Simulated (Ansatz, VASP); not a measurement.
One calculation of SbP3, two programs

```
Sb P
1.0
     5.31855    0.00000    0.00000
    -2.65927    4.60600    0.00000
     0.00000    0.00000    8.94796
Sb P
2 6
Cartesian
  0.0000 3.0707 4.4740
  0.0000 3.0707 0.0000
  -1.5699 3.9663 6.7110
  0.0093 1.2633 6.7110
  1.5606 3.9824 6.7110
  1.5699 3.9663 2.2370
  -1.5606 3.9824 2.2370
  -0.0093 1.2633 2.2370
```

Alike in both runs: functional PBE; k mesh 6 × 6 × 4; occupations gaussian, width 0.1 eV; no spin polarisation.

Ansatz relaxed the structure, and its values are those at the end. VASP's run is a single point on that final structure, the one shown.

|  | VASP | Ansatz |
| --- | --- | --- |
| version | VASP 6.6.1 | Ansatz 0.2.0 |
| potentials or method | VASP PAW PBE potentials, release 64 (Sb, P), cutoff 520 eV | scalar-relativistic, plane waves, PAW |
| valence electrons in the cell | 40 | 60 |

|  | VASP | Ansatz | Ansatz less VASP |
| --- | --- | --- | --- |
| gap on the k mesh at the Fermi level (eV) | none | none | - |
| pressure (GPa) | 0.0 | 0.2 | +0.17 |
| rms of the force components (eV/Å) | 0.040 | 0.001 | -0.0388 |

A gap of «none» marks a metal or a gap that the smearing closes. VASP's potentials hold 40 valence electrons a cell and Ansatz's 60, so a difference there can come from the potentials and not from the codes.

Spin-orbit coupling is off throughout.
